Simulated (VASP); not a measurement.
Here is a VASP 6.6.1 calculation.

File INCAR:

```
  PREC = Accurate
  ENCUT = 600
  EDIFF = 1E-6
  ISMEAR = -1
  SIGMA = 0.01
  LREAL = Auto
  LASPH = True
  NELM = 120
  ALGO = Normal
  ISIF = 2
  LWAVE = False
  LCHARG = True
  GGA = PE
  LELF = True
  LVHAR = True
  NBANDS = 86
  GGA_COMPAT = False
```

The input KPOINTS:

```
regular mesh
0
Gamma
  1 1 1
```

File POSCAR:

```
C
1.0
   -3.5715719900      3.5715719900      3.5715719900
    3.5715719900     -3.5715719900      3.5715719900
    3.5715719900      3.5715719900     -3.5715719900
C
32
Direct
    0.0000000000      0.0000000000      0.0000000000
    0.0000000000      0.2500000000      0.7500000000
    0.0000000000      0.5000000000      0.5000000000
    0.0000000000      0.7500000000      0.2500000000
    0.2500000000      0.0000000000      0.7500000000
    0.2500000000      0.2500000000      0.5000000000
    0.2500000000      0.5000000000      0.2500000000
    0.2500000000      0.7500000000      0.0000000000
    0.5000000000      0.0000000000      0.5000000000
    0.5000000000      0.2500000000      0.2500000000
    0.5000000000      0.5000000000      0.0000000000
    0.5000000000      0.7500000000      0.7500000000
    0.7500000000      0.0000000000      0.2500000000
    0.7500000000      0.2500000000      0.0000000000
    0.7500000000      0.5000000000      0.7500000000
    0.7500000000      0.7500000000      0.5000000000
    0.0000000000      0.0000000000      0.7500000000
    0.0000000000      0.2500000000      0.5000000000
    0.0000000000      0.5000000000      0.2500000000
    0.0000000000      0.7500000000      0.0000000000
    0.2500000000      0.0000000000      0.5000000000
    0.2500000000      0.2500000000      0.2500000000
    0.2500000000      0.5000000000      0.0000000000
    0.2500000000      0.7500000000      0.7500000000
    0.5000000000      0.0000000000      0.2500000000
    0.5000000000      0.2500000000      0.0000000000
    0.5000000000      0.5000000000      0.7500000000
    0.5000000000      0.7500000000      0.5000000000
    0.7500000000      0.0000000000      0.0000000000
    0.7500000000      0.2500000000      0.7500000000
    0.7500000000      0.5000000000      0.5000000000
    0.7500000000      0.7500000000      0.2500000000
```

Potentials or basis: VASP PAW PBE potentials, release 64 (C).

Run with:

```bash
$ cat potpaw_PBE.64/C/POTCAR > POTCAR
$ mpirun -np 1 vasp_gam > vasp.out
```

**Question.** Estimate the band gap on the k mesh.

**Answer.** 4.72 eV.

**Question.** Predict the pressure.

**Answer.** 3.9 GPa.

Caveat: the k points lie up to 1.24 Å⁻¹ apart. A k mesh can miss the band edges.
